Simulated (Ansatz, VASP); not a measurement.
## LiCl: VASP beside Ansatz

```
CELL_PARAMETERS angstrom
0.00000 2.73304 2.87270
2.73304 0.00000 2.87270
2.73304 2.73304 0.00000
ATOMIC_POSITIONS crystal
Li 0.00000 0.00000 0.00000
Cl 0.25000 0.25000 0.25000
```

Change from the starting cell: uniaxial_z strain +5.1%.

Alike in both runs: task single point; functional PBE; k mesh 8 × 8 × 8; occupations fermi-dirac, width 0.02 eV; no spin polarisation.

|  | VASP | Ansatz |
| --- | --- | --- |
| version | VASP 6.6.1 | Ansatz 0.2.0 |
| potentials or method | VASP PAW PBE potentials, release 64 (Li_sv, Cl) | plane waves, PAW |
| plane-wave cutoff (eV) | 520 | 420 |
| valence electrons in the cell | 10 | 10 |

VASP gave:

```
gap on the k mesh at the Fermi level (eV) : 5.85
```

**Question.** Estimate Ansatz's values.

**Answer.** gap on the k mesh at the Fermi level (eV): 5.84.

Noted on VASP's run: the cutoff is short for stress, so the pressure is rough.
